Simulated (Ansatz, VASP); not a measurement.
## ZnS: VASP beside Ansatz

The input INCAR:

```
SYSTEM = ZnS
PREC = Accurate
ENCUT = 520
EDIFF = 1E-7
ISMEAR = 0
SIGMA = 0.05
LREAL = .False.
LASPH = .True.
NELM = 100
ALGO = Normal
ISIF = 2
LWAVE = .False.
LCHARG = .True.
GGA = PE
LELF = .True.
LVHAR = .True.
NBANDS = 16
```

KPOINTS

```
Automatic mesh
0
Gamma
  10 10 10
  0 0 0
```

File POSCAR:

```
ZnS
1.0
    0.0000000000      2.8128360000      2.9210220000
    2.8128360000      0.0000000000      2.9210220000
    2.8128360000      2.8128360000      0.0000000000
Zn S
1 1
Direct
    0.0000000000      0.0000000000      0.0000000000
    0.7500000000      0.7500000000      0.7500000000
```

Input for Ansatz:

```yaml
crystal:
  lattice:
    - [0.0, 2.812836, 2.921022]
    - [2.812836, 0.0, 2.921022]
    - [2.812836, 2.812836, 0.0]
  atoms:
    - { symbol: Zn, position: [0.0, 0.0, 0.0] }
    - { symbol: S, position: [0.75, 0.75, 0.75] }
basis:
  ecutwfc: 420
kpoints:
  mp_grid: { grid: [10, 10, 10] }
hamiltonian:
  xc: pbe
scf:
  occupations: { method: gaussian, width: 0.05 }
output:
  forces: true
  stress: true
  eigenvalues: true
```

Change from the starting cell: strain +0.040 along x and y, +0.080 along z, atoms carried along.

Alike in both runs: task single point; functional PBE; k mesh 10 × 10 × 10; occupations gaussian, width 0.05 eV; no spin polarisation.

```csv
,VASP,Ansatz
version,VASP 6.6.1,Ansatz 0.2.0
potentials or method,"VASP PAW PBE potentials, release 64 (Zn, S), cutoff 520 eV","scalar-relativistic, plane waves, PAW"
valence electrons in the cell,18,18
```

```csv
,VASP,Ansatz,Ansatz less VASP
gap on the k mesh at the Fermi level (eV),1.40,1.40,0.000
least direct gap on the mesh (eV),1.40,1.40,0.000
pressure (GPa),-6.9,-7.0,-0.09
"traceless stress, the component that is largest in VASP (GPa)",-1.12,-1.13,-0.005
```

With one functional, cell and mesh, what is left measures potentials, basis and numerics.
